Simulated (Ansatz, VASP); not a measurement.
**Two plane-wave programs on Zr**

```
Zr
1.0
     3.33675    0.00000    0.00000
    -1.66837    2.88971    0.00000
     0.00000    0.00000    5.33414
Zr
2
Direct
  0.33333 0.66667 0.25000
  0.66667 0.33333 0.75000
```

Alike in both runs: task single point; functional revPBE; k mesh 18 × 18 × 10; occupations fermi-dirac, width 0.1 eV; no spin polarisation.

```csv
,VASP,Ansatz
version,VASP 6.6.1,Ansatz 0.2.0
potentials or method,"VASP PAW PBE potentials, release 64 (Zr_sv), cutoff 520 eV","plane waves (420 eV) with PAW, scalar-relativistic"
valence electrons in the cell,24,24
```

```tsv
	VASP	Ansatz	Ansatz less VASP
pressure (GPa)	-6.1	-6.1	+0.01
traceless stress, the component that is largest in VASP (GPa)	-0.17	-0.16	+0.003
```

VASP's potentials were made for PBE, not for revPBE. The functional is the same, so the differences come from potentials, cutoffs and numerics.
